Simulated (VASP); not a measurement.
# WC (NiAs type) (P6_3/mmc) in VASP: single point with PBE

Aim: the single point of WC (NiAs type) with PBE.

All numbers are computed with VASP 6.6.1; they aren't measurements. Logs are shortened: lines on timing, memory, paths and dates and some standing lists are left out, and cuts for length are marked.

## Step 1: The cell of the first run

It takes space group P6_3/mmc (No. 194, hexagonal). Conventional cell: a = 2.441 Å, b = 2.441 Å, c = 5.090 Å, α = 90.00°, β = 90.00°, γ = 120.00°. W (site symmetry -3m) has 6 C at 1.90 Å and 6 W at 2.44 Å within 2.5 Å. C (site symmetry -6m2) has 6 W at 1.90 Å and 6 C at 2.44 Å within 2.5 Å.

## Step 2: Single point, PBE

Input file INCAR:

```
SYSTEM = WC
PREC = Accurate
ENCUT = 520
EDIFF = 1E-6
ISMEAR = -1
SIGMA = 0.1
LREAL = .FALSE.
LASPH = .TRUE.
NELM = 80
ALGO = Normal
ISIF = 2
LWAVE = .FALSE.
LCHARG = .FALSE.
GGA = PE
NBANDS = 26
```

Input file KPOINTS:

```
regular mesh
0
G
  12 12 7
  0 0 0
```

Input file POSCAR:

```
WC
1.0
    2.4414260946      0.0000000000      0.0000000000
   -1.2207130473      2.1143370194      0.0000000000
    0.0000000000      0.0000000000      5.0901981339
W C
2 2
Direct
    0.0000000000      0.0000000000      0.0000000000
    0.0000000000      0.0000000000      0.5000000000
    0.3333333333      0.6666666667      0.2500000000
    0.6666666667      0.3333333333      0.7500000000
```

Potentials or basis: VASP PAW PBE potentials, release 64 (W_sv, C).

Run with:

```console
cat potpaw_PBE.64/W_sv/POTCAR potpaw_PBE.64/C/POTCAR > POTCAR
mpirun -np 1 vasp_std > vasp.out
```

OUTCAR:

```text
SYSTEM = WC
   PREC = Accurate
   ENCUT = 520
   EDIFF = 1E-6
   ISMEAR = -1
   LREAL = .FALSE.
   LASPH = .TRUE.
   NELM = 80
   ISIF = 2
   GGA = PE

 ion  position               nearest neighbor table
   1  0.000  0.000  0.000-   3 1.90   4 1.90   4 1.90   3 1.90   4 1.90   3 1.90   2 2.55   2 2.55

   2  0.000  0.000  0.500-   3 1.90   4 1.90   4 1.90   3 1.90   4 1.90   3 1.90   1 2.55   1 2.55

   3  0.333  0.667  0.250-   1 1.90   2 1.90   1 1.90   2 1.90   1 1.90   2 1.90
   4  0.667  0.333  0.750-   1 1.90   2 1.90   1 1.90   2 1.90   1 1.90   2 1.90

  LATTYP: Found a hexagonal cell.
 ALAT       =     2.4414260946
 C/A-ratio  =     2.0849282086

  Lattice vectors:

 A1 = (   2.4414260946,   0.0000000000,   0.0000000000)
 A2 = (  -1.2207130473,   2.1143370194,   0.0000000000)
 A3 = (   0.0000000000,   0.0000000000,   5.0901981339)

Analysis of symmetry for initial positions (statically):
=====================================================================
 Subroutine PRICEL returns:
 Original cell was already a primitive cell.

 Routine SETGRP: Setting up the symmetry group for a
 hexagonal supercell.

 Subroutine GETGRP returns: Found 24 space group operations
 (whereof 12 operations were pure point group operations)
 out of a pool of 24 trial point group operations.

The static configuration has the point symmetry D_3d.
 The point group associated with its full space group is D_6h.

Analysis of symmetry for dynamics (positions and initial velocities):
=====================================================================
 Subroutine PRICEL returns:
 Original cell was already a primitive cell.

 Routine SETGRP: Setting up the symmetry group for a
 hexagonal supercell.

 Subroutine GETGRP returns: Found 24 space group operations
 (whereof 12 operations were pure point group operations)
 out of a pool of 24 trial point group operations.

The dynamic configuration has the point symmetry D_3d.
 The point group associated with its full space group is D_6h.

 Subroutine INISYM returns: Found 24 space group operations
 (whereof 12 operations are pure point group operations),
 and found     1 'primitive' translations

----------------------------------------------------------------------------------------

                                     Primitive cell

  volume of cell :      26.2756

[... 90 lines left out ...]
   ENCUT  =  520.0 eV  38.22 Ry    6.18 a.u.   4.54  4.54  9.46*2*pi/ulx,y,z
   NELM   =     80;   NELMIN=  2; NELMDL= -5     # of ELM steps
   EDIFF  = 0.1E-05   stopping-criterion for ELM
   LREAL  =      F    real-space projection
   EDIFFG = 0.1E-04   stopping-criterion for IOM
   NSW    =      0    number of steps for IOM
   IBRION =     -1    ionic relax: 0-MD 1-quasi-New 2-CG
   NFREE  =      0    steps in history (QN), initial steepest desc. (CG)
   ISIF   =      2    stress and relaxation
   ISYM   =      2    0-nonsym 1-usesym 2-fastsym
   POTIM  = 0.5000    time-step for ionic-motion
   TEBEG  =    0.0;   TEEND  =   0.0 temperature during run
   PSTRESS=    0.0 pullay stress
   NELECT =      36.0000    total number of electrons
   NUPDOWN=      -1.0000    fix difference up-down
   EMIN   =  10.00;   EMAX   =-10.00  energy-range for DOS
   EFERMI =   0.00;   METHOD = LEGACY
   ISMEAR =    -1;   SIGMA  =   0.10  broadening in eV -4-tet -1-fermi 0-gaus
   EFERMI_NEDOS =   21; number of points for ismear=-14 and -15
   IALGO  =     38    algorithm
   IMIX   =      4    mixing-type and parameters
     AMIX     =   0.40;   BMIX     =  1.00
     AMIX_MAG =   1.60;   BMIX_MAG =  1.00
  volume/ion in A,a.u.               =       6.57        44.33
  Fermi-wavevector in a.u.,A,eV,Ry     =   1.818269  3.436030 44.982258  3.306103
  Thomas-Fermi vector in A             =   2.875299
   LORBIT       =      0    0 simple, 1 ext, 2 COOP (PROOUT), +10 PAW based schemes
   GGA     = PE    functional components
   LHFCALC =     F    Hartree Fock is set to
   AEXX    =    0.0000 exact exchange contribution
   IVDW    =     0    specifies the selected vdW correction
   LEPSILON=     F    determine dielectric tensor
   LRPA    =     F    only Hartree local field effects (RPA)
 non-spin polarized calculation
  energy-cutoff  :      520.00
  volume of cell :       26.28
 maximum number of plane-waves:       733
   NGX =  9   NGY =  9   NGZ = 19

 number of electron      36.0000005 magnetization

 Free energy of the ion-electron system (eV)
  ---------------------------------------------------
  ext. energy  EPLUGINS =         0.00000000
  ---------------------------------------------------
  free energy    TOTEN  =       -27.60633343 eV

  energy without entropy =      -27.58030892  energy(sigma->0) =      -27.59332117

 E-fermi :  18.8323     XC(G=0): -16.5439

 val. band max:       18.8057373059   @ k =   0.0833  -0.0000   0.0000
 cond. band min:      18.8838833733   @ k =   0.4167  -0.0000   0.0000
 fundamental gap:      0.0781460674
 Fermi energy:        18.8323480634

 k-point     1 :       0.0000    0.0000    0.0000
  band No.  band energies     occupation
      1     -54.7350      2.00000
      2     -54.5498      2.00000
      3     -21.2366      2.00000
      4     -18.8057      2.00000
      5     -17.6327      2.00000
      6     -17.6327      2.00000
[... 685 lines left out ...]
     25      30.8075      0.00000
     26      32.9053      0.00000

 [... further k-points ...]

------------------------ aborting loop because EDIFF is reached ----------------------------------------

  FORCE on cell =-STRESS in cart. coord.  units (eV):
  Direction    XX          YY          ZZ          XY          YZ          ZX
  --------------------------------------------------------------------------------------
  -------------------------------------------------------------------------------------
  Total       80.5751472     80.5751472     80.2213383      0.0000000      0.0000000      0.0000000
  in kB     4913.1407591   4913.1407591   4891.5669505      0.0000000      0.0000000      0.0000000
  external PRESSURE =    4905.9494895 kB  Pullay stress =       0.0000000 kB

 VOLUME and BASIS-vectors are now :
 -----------------------------------------------------------------------------
  energy-cutoff  :      520.00
  volume of cell :       26.28
      direct lattice vectors                 reciprocal lattice vectors
     2.441426095  0.000000000  0.000000000     0.409596671  0.236480748  0.000000000
    -1.220713047  2.114337019  0.000000000     0.000000000  0.472961496  0.000000000
     0.000000000  0.000000000  5.090198134     0.000000000  0.000000000  0.196456007

 POSITION                                       TOTAL-FORCE (eV/Angst)
 -----------------------------------------------------------------------------------
      0.00000      0.00000      0.00000         0.000000      0.000000      0.000000
      0.00000      0.00000      2.54510         0.000000      0.000000      0.000000
     -0.00000      1.40956      1.27255         0.000000     -0.000000     -0.000000
      1.22071      0.70478      3.81765        -0.000000      0.000000      0.000000
 -----------------------------------------------------------------------------------
    total drift:                                0.000000      0.000000      0.000000

  FREE ENERGIE OF THE ION-ELECTRON SYSTEM (eV)
  ---------------------------------------------------
  free  energy   TOTEN  =       -27.6063334306 eV

  energy  without entropy=      -27.5803089173  energy(sigma->0) =      -27.59332117
```

OSZICAR:

```text
N       E                     dE             d eps       ncg     rms          rms(c)
DAV:   1     0.361187783093E+03    0.36119E+03   -0.19176E+04  4000   0.168E+03
DAV:   2    -0.174124896595E+02   -0.37860E+03   -0.36726E+03  4290   0.497E+02
DAV:   3    -0.345987708931E+02   -0.17186E+02   -0.16938E+02  4598   0.102E+02
DAV:   4    -0.347640216766E+02   -0.16525E+00   -0.16497E+00  4564   0.995E+00
DAV:   5    -0.347648953697E+02   -0.87369E-03   -0.87360E-03  4578   0.788E-01    0.110E+02
DAV:   6    -0.279787118659E+02    0.67862E+01   -0.17265E+01  4120   0.329E+01    0.431E+01
DAV:   7    -0.276635315119E+02    0.31518E+00   -0.93871E-01  4294   0.702E+00    0.182E+01
DAV:   8    -0.276116727457E+02    0.51859E-01   -0.41482E-02  4514   0.194E+00    0.275E+00
DAV:   9    -0.276064742195E+02    0.51985E-02   -0.79779E-03  4394   0.904E-01    0.602E-01
DAV:  10    -0.276063298133E+02    0.14441E-03   -0.93586E-04  4486   0.187E-01    0.879E-02
DAV:  11    -0.276063304045E+02   -0.59116E-06   -0.14747E-05  4356   0.278E-02    0.163E-02
DAV:  12    -0.276063337978E+02   -0.33933E-05   -0.19461E-06  3342   0.122E-02    0.134E-02
DAV:  13    -0.276063334306E+02    0.36722E-06   -0.14805E-07  2168   0.349E-03
   1 F= -.27606333E+02 E0= -.27593321E+02  d E =-.260245E-01
```

It took 28 s on 1 thread of AMD EPYC 9R45 (Zen 5), shared host; peak memory 0.14 GiB.

Results:

```
Free energy            : -27.6063 eV
Pressure               : 490.6 GPa
Band gap on the k mesh : zero (band 18 reaches 19.68 eV, above the bottom of band 19 at 18.46 eV)
```

Levels at points of the mesh, in eV from the Fermi level:
```
           k point  band 15  band 16  band 17  band 18  band 19  band 20  band 21  band 22
(0.00, 0.00, 0.00)    -1.60    -1.60    -1.00     0.24     0.24     1.47     1.47     4.62
(0.50, 0.00, 0.00)    -4.58    -4.49    -0.79     0.26     3.54     8.30     8.69     9.08
```

Caveat: spin-orbit coupling is left out, which moves the levels of the heavy elements.
